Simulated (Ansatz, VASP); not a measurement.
Ga3B in VASP and in Ansatz

```
Ga B
1.0
     4.31057    0.00000    0.00000
     0.00000    4.31057    0.00000
     0.00000    0.00000    4.31057
Ga B
3 1
Direct
  0.50000 0.00000 0.00000
  0.00000 0.50000 0.00000
  0.00000 0.00000 0.50000
  0.00000 0.00000 0.00000
```

Alike in both runs: functional PBE; k mesh 4 × 4 × 4; occupations gaussian, width 0.1 eV; no spin polarisation.

Ansatz relaxed the structure, and its values are those at the end. VASP's run is a single point on that final structure, the one shown.

|  | VASP | Ansatz |
| --- | --- | --- |
| version | VASP 6.6.1 | Ansatz 0.2.0 |
| potentials or method | VASP PAW PBE potentials, release 64 (Ga_d, B), cutoff 520 eV | scalar-relativistic, plane waves, PAW |
| valence electrons in the cell | 42 | 42 |

|  | VASP | Ansatz | Ansatz less VASP |
| --- | --- | --- | --- |
| gap on the k mesh at the Fermi level (eV) | none | none | - |
| pressure (GPa) | 0.4 | 0.4 | 0.00 |

A gap of «none» marks a metal or a gap that the smearing closes.

The k mesh is coarse, so the values compare programs but aren't converged.
